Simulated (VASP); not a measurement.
# Sb (Pm-3m) in VASP: a series of runs, part 2 of 2

VASP 6.6.1. The steps go on from the part before.

## (3) Single point, r2SCAN+D4

POSCAR reads:

```
Sb
1.0
    3.1600000000      0.0000000000      0.0000000000
    0.0000000000      3.1600000000      0.0000000000
    0.0000000000      0.0000000000      3.1600000000
Sb
1
Direct
    0.0000000000      0.0000000000      0.0000000000
```

INCAR.step1 reads:

```
PREC     = Accurate       # precision mode
ENCUT    = 520            # plane-wave cutoff, eV
ISMEAR   = -1             # smearing method
SIGMA    = 0.1            # smearing width, eV
LREAL    = False          # projectors in reciprocal space
LASPH    = True           # aspherical terms in the spheres
NELM     = 80             # most SCF steps
NBANDS   = 8              # bands
GGA      = PE             # functional
ALGO     = Normal         # electronic algorithm
EDIFF    = 1E-4           # SCF threshold, eV
LWAVE    = True           # write WAVECAR
LCHARG   = False          # write CHGCAR
```

INCAR.step2 reads:

```
PREC     = Accurate       # precision mode
ENCUT    = 520            # plane-wave cutoff, eV
EDIFF    = 1E-6           # SCF threshold, eV
ISMEAR   = -1             # smearing method
SIGMA    = 0.1            # smearing width, eV
LREAL    = False          # projectors in reciprocal space
LASPH    = True           # aspherical terms in the spheres
NELM     = 80             # most SCF steps
ALGO     = Normal         # electronic algorithm
ISIF     = 2              # what is computed and relaxed
LWAVE    = False          # write WAVECAR
LCHARG   = False          # write CHGCAR
METAGGA  = R2SCAN         # meta-GGA
LMIXTAU  = True         
IVDW     = 13             # dispersion correction
VDW_S6   = 1.0          
VDW_S8   = 0.6018749    
VDW_A1   = 0.51559235   
VDW_A2   = 5.77342911   
NBANDS   = 8              # bands
ISTART   = 1
```

KPOINTS reads:

```
regular mesh
0
Gamma
  6 6 6
```

Potentials or basis: VASP PAW PBE potentials, release 64 (Sb).

The run is started by

```sh
$ cat potpaw_PBE.64/Sb/POTCAR > POTCAR
$ cp INCAR.step1 INCAR
$ mpirun -np 1 vasp_std > vasp.out
$ cp INCAR.step2 INCAR
$ mpirun -np 1 vasp_std > vasp.out
```

OUTCAR:

```text
PREC = Accurate
   ENCUT = 520
   EDIFF = 1E-6
   ISMEAR = -1
   LREAL = False
   LASPH = True
   NELM = 80
   ISIF = 2
   METAGGA = R2SCAN
   IVDW = 13
   ISTART = 1

 ion  position               nearest neighbor table
   1  0.000  0.000  0.000-

  LATTYP: Found a simple cubic cell.
 ALAT       =     3.1600000000

  Lattice vectors:

[... 391 lines left out ...]
      3       4.6792      2.00000
      4       4.6792      2.00000
      5      11.6337      0.00000
      6      11.6337      0.00000
      7      11.6337      0.00000
      8      14.0223      0.00000

------------------------ aborting loop because EDIFF is reached ----------------------------------------

  DFT-D4 for vdW energy calculation

  Edisp (eV):   -0.16324

  FORCE on cell =-STRESS in cart. coord.  units (eV):
  Direction    XX          YY          ZZ          XY          YZ          ZX
  --------------------------------------------------------------------------------------
  -------------------------------------------------------------------------------------
  Total      -0.70130    -0.70130    -0.70130     0.00000     0.00000    -0.00000
  in kB     -35.60836   -35.60836   -35.60836     0.00000     0.00000    -0.00000
  external pressure =      -35.61 kB  Pullay stress =        0.00 kB

 VOLUME and BASIS-vectors are now :
 -----------------------------------------------------------------------------
  energy-cutoff  :      520.00
  volume of cell :       31.55
      direct lattice vectors                 reciprocal lattice vectors
     3.160000000  0.000000000  0.000000000     0.316455696  0.000000000  0.000000000
     0.000000000  3.160000000  0.000000000     0.000000000  0.316455696  0.000000000
     0.000000000  0.000000000  3.160000000     0.000000000  0.000000000  0.316455696

 POSITION                                       TOTAL-FORCE (eV/Angst)
 -----------------------------------------------------------------------------------
      0.00000      0.00000      0.00000         0.000000      0.000000      0.000000
 -----------------------------------------------------------------------------------
    total drift:                                0.000000      0.000000      0.000000

  FREE ENERGIE OF THE ION-ELECTRON SYSTEM (eV)
  ---------------------------------------------------
  free  energy   TOTEN  =       -25.8209157590 eV

  energy  without entropy=      -25.7992253216  energy(sigma->0) =      -25.81007054
```

OSZICAR.step1:

```text
N       E                     dE             d eps       ncg     rms          rms(c)
DAV:   1     0.640172494615E+01    0.64017E+01   -0.16282E+03   328   0.406E+02
DAV:   2    -0.398837973105E+01   -0.10390E+02   -0.95201E+01   472   0.517E+01
DAV:   3    -0.411844576500E+01   -0.13007E+00   -0.12989E+00   368   0.718E+00
DAV:   4    -0.411899639764E+01   -0.55063E-03   -0.55063E-03   488   0.574E-01
DAV:   5    -0.411899809797E+01   -0.17003E-05   -0.17006E-05   400   0.200E-02    0.175E+00
DAV:   6    -0.412225090963E+01   -0.32528E-02   -0.83842E-04   392   0.195E-01    0.104E+00
DAV:   7    -0.412453383861E+01   -0.22829E-02   -0.21188E-03   336   0.302E-01    0.775E-02
DAV:   8    -0.412459865243E+01   -0.64814E-04   -0.86078E-05   416   0.614E-02
   1 F= -.41245987E+01 E0= -.41142701E+01  d E =-.206571E-01
```

It took 11 s on 1 thread of Intel Xeon Platinum 8375C at 2.90GHz (Ice Lake), shared host; peak memory 0.14 GiB.

Results:

```
Free energy                : -25.8209 eV
Pressure                   : -3.6 GPa
Dispersion energy per atom : -0.163 eV
```

Levels at points of the mesh, in eV from the Fermi level:
```csv
k point,band 1,band 2,band 3,band 4,band 5,band 6,band 7
"(0.00, 0.00, 0.00)",-12.78,3.05,3.05,3.05,6.96,6.96,8.52
"(0.50, 0.00, 0.00)",-10.42,-5.72,4.99,4.99,8.95,10.91,11.58
"(0.50, 0.50, 0.00)",-7.89,-3.77,-3.77,2.44,6.97,12.81,13.44
"(0.50, 0.50, 0.50)",-5.04,-1.93,-1.93,-1.93,5.02,5.02,5.02
```

Caveat: the PAW data sets were made with another functional, which shifts forces and pressure a little; spin-orbit coupling is left out, which moves the levels of the heavy elements; pairwise dispersion overbinds metals, which lowers pressure and volume.
